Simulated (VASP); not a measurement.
Al2Cu: single point with PBE

Al2Cu:

```
Al Cu
1.0
    -1.90148    1.90148    2.74685
     1.90148   -1.90148    2.74685
     1.90148    1.90148   -2.74685
Al Cu
2 1
Direct
  0.75000 0.25000 0.50000
  0.25000 0.75000 0.50000
  0.50000 0.50000 0.00000
```

```json
{
 "Program": "VASP 6.6.1",
 "Task": "single point",
 "Functional": "PBE",
 "Potentials or basis": "VASP PAW PBE potentials, release 64 (Al, Cu)",
 "Cutoff": "520 eV",
 "k mesh": "14 × 14 × 14",
 "Occupations": "gaussian, width 0.15 eV",
 "Spin": "no spin polarisation",
 "Dipole correction": "no",
 "Further INCAR settings": "ALGO = Fast; EDIFF = 1e-06; NBANDS = 16"
}
```

```yaml
Pressure: 29.4 GPa
Band_gap_on_the_k_mesh: zero (an odd number of electrons rules out a gap without spin polarisation)
```

Stress tensor (GPa, compression positive):
```
30.45  0.00  0.00
 0.00 30.45  0.00
 0.00  0.00 27.44
```

Levels at points of the mesh, in eV from the Fermi level:
```
           k point  band 5  band 6  band 7  band 8  band 9  band 10  band 11  band 12  band 13  band 14
(0.00, 0.00, 0.00)   -4.71   -4.67    2.84    3.01    3.01     3.45     3.45     3.70     6.29     7.37
(0.50, 0.00, 0.00)   -4.61   -4.60   -4.55    0.51    0.74     3.20     3.36     5.01     5.10    10.56
(0.50, 0.50, 0.00)   -4.70   -4.48   -4.23   -2.44   -2.27     0.97     1.41     9.49    11.78    12.08
(0.50, 0.50, 0.50)   -4.74   -4.46   -4.32   -2.19   -2.19     1.26     1.54     9.49    12.48    12.48
```

Run time: 6.8 min on 1 thread of Intel Xeon 8259CL, on a shared host, peak memory 0.28 GiB.

Caveat: the cell stands under pressure.
